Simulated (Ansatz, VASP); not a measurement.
## One calculation of Sb, two programs

```
Sb
1.0
     3.31006    0.00000    0.00000
    -1.65503    2.86660    0.00000
     0.00000    0.00000   11.03158
Sb
4
Direct
  0.00000 0.00000 0.00000
  0.00000 0.00000 0.50000
  0.33333 0.66667 0.75000
  0.66667 0.33333 0.25000
```

Alike in both runs: functional PBEsol; k mesh 18 × 18 × 4; occupations gaussian, width 0.1 eV; no spin polarisation.

Ansatz relaxed the structure, and its values are those at the end. VASP's run is a single point on that final structure, the one shown.

```csv
,VASP,Ansatz
version,VASP 6.6.1,Ansatz 0.2.0
potentials or method,"VASP PAW PBE potentials, release 64 (Sb), cutoff 520 eV","scalar-relativistic, plane waves, PAW"
valence electrons in the cell,20,60
```

|  | VASP | Ansatz | Ansatz less VASP |
| --- | --- | --- | --- |
| gap on the k mesh at the Fermi level (eV) | none | none | - |
| pressure (GPa) | 0.0 | 0.0 | +0.01 |

VASP's potentials were made for PBE, not for PBEsol. A gap of «none» marks a metal or a gap that the smearing closes. The functional is the same, so the differences come from potentials, cutoffs and numerics. VASP's potentials hold 20 valence electrons a cell and Ansatz's 60, so a difference there can come from the potentials and not from the codes.

Neither program's run includes spin-orbit coupling.
